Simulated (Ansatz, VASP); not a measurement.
Two plane-wave programs on AsAu

```xyz
2
Lattice="0.0000 2.9776 2.9776 2.9776 0.0000 2.9776 2.9776 2.9776 0.0000" Properties=species:S:1:pos:R:3 pbc="T T T"
Au    0.0000    0.0000    0.0000
As    1.4888    1.4888    1.4888
```

Change from the starting cell: volume scaled by 1.06, PAW files.

Alike in both runs: task electric field gradients; functional PBE; k mesh 11 × 11 × 11; occupations fermi-dirac, width 0.08 eV; no spin polarisation.

|  | VASP | Ansatz |
| --- | --- | --- |
| version | VASP 6.6.1 | Ansatz 0.2.0 |
| potentials or method | VASP PAW PBE potentials, release 64 (Au, As) | PAW with Ansatz's default frozen-core files, scalar-relativistic |
| plane-wave cutoff (eV) | 520 | 420 |
| valence electrons in the cell | 16 | 34 |

|  | VASP | Ansatz | Ansatz less VASP |
| --- | --- | --- | --- |
| pressure (GPa) | -3.6 | -3.6 | +0.04 |

With one functional, cell and mesh, what is left measures potentials, basis and numerics. VASP's potentials hold 16 valence electrons a cell and Ansatz's 34, so a difference there can come from the potentials and not from the codes.

Neither program's run includes spin-orbit coupling.
